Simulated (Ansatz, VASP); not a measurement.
BN: VASP beside Ansatz

File INCAR:

```
SYSTEM = BN
PREC = Accurate ; ENCUT = 520
EDIFF = 1E-7 ; ISMEAR = 0
SIGMA = 0.05 ; LREAL = .False.
LASPH = .True. ; NELM = 100
ALGO = Normal ; ISIF = 2
LWAVE = .False. ; LCHARG = .True.
GGA = RP ; LELF = .True.
LVHAR = .True. ; NBANDS = 16
```

The input KPOINTS:

```
regular mesh
0
Gamma
  12 12 6
  0 0 0
```

File POSCAR:

```
BN
1.0
    2.5539396017      0.0000000000      0.0000000000
   -1.2769698009      2.2117765748      0.0000000000
    0.0000000000      0.0000000000      4.0577808000
B N
2 2
Direct
    0.6666666667      0.3333333333      0.9997240000
    0.3333333333      0.6666666667      0.4997240000
    0.6666666667      0.3333333333      0.6252760000
    0.3333333333      0.6666666667      0.1252760000
```

Input for Ansatz:

```yaml
crystal:
  lattice:
    - [2.5539396017, 0.0, 0.0]
    - [-1.2769698009, 2.2117765748, 0.0]
    - [0.0, 0.0, 4.0577808]
  atoms:
    - { symbol: B, position: [0.6666666667, 0.3333333333, 0.999724] }
    - { symbol: B, position: [0.3333333333, 0.6666666667, 0.499724] }
    - { symbol: "N", position: [0.6666666667, 0.3333333333, 0.625276] }
    - { symbol: "N", position: [0.3333333333, 0.6666666667, 0.125276] }
kpoints:
  mp_grid: { grid: [12, 12, 6] }
hamiltonian:
  xc: rpbe
scf:
  occupations: { method: gaussian, width: 0.05 }
  eigensolver: { kind: davidson }
output:
  forces: true
  eigenvalues: true
  stress: true
```

Alike in both runs: task single point; functional RPBE; k mesh 12 × 12 × 6; occupations gaussian, width 0.05 eV; no spin polarisation.

|  | VASP | Ansatz |
| --- | --- | --- |
| version | VASP 6.6.1 | Ansatz 0.2.0 |
| potentials or method | VASP PAW PBE potentials, release 64 (B, N) | scalar-relativistic, plane waves, PAW |
| plane-wave cutoff (eV) | 520 | 420 |
| valence electrons in the cell | 16 | 16 |

|  | VASP | Ansatz | Ansatz less VASP |
| --- | --- | --- | --- |
| gap on the k mesh at the Fermi level (eV) | 5.35 | 5.37 | +0.023 |
| pressure (GPa) | 23.8 | 23.5 | -0.34 |
| traceless stress, the component that is largest in VASP (GPa) | 29.20 | 28.99 | -0.205 |
| rms of the force components (eV/Å) | 0.117 | 0.113 | -0.0040 |

VASP's potentials were made for PBE, not for RPBE. Atom by atom the forces differ by 0.004 eV/Å (rms over components).
